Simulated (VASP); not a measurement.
## GaAs (rocksalt type): single point with PBEsol

GaAs (rocksalt type):

```
Ga As
1.0
     0.00000    2.65210    2.65210
     2.65210    0.00000    2.65210
     2.65210    2.65210    0.00000
Ga As
1 1
Direct
  0.00000 0.00000 0.00000
  0.50000 0.50000 0.50000
```

| Property | Result |
| --- | --- |
| Program | VASP 6.6.1 |
| Task | single point |
| Functional | PBEsol |
| Potentials or basis | VASP PAW PBE potentials, release 64 (Ga_d, As) |
| Cutoff | 520 eV |
| k mesh | 13 × 13 × 13 |
| Occupations | fermi-dirac, width 0.08 eV |
| Spin | no spin polarisation |
| Dipole correction | no |
| Further INCAR settings | ALGO = Normal; EDIFF = 1e-06; NBANDS = 16 |

| Item | Value |
| --- | --- |
| Pressure | 0.2 GPa |
| Band gap on the k mesh | zero (band 9 reaches 6.24 eV, above the bottom of band 10 at 2.93 eV) |

Levels at points of the mesh, in eV from the Fermi level:
```csv
k point,band 6,band 7,band 8,band 9,band 10,band 11,band 12,band 13
"(0.00, 0.00, 0.00)",-13.46,0.07,0.07,0.07,0.30,7.33,7.33,7.33
```

Wall time 26 s on 1 thread of Intel(R) Xeon(R) Platinum 8488C (Sapphire Rapids), on a shared host, peak memory 0.19 GiB.

Caveat: the PAW data sets were made with another functional, which shifts forces and pressure a little.
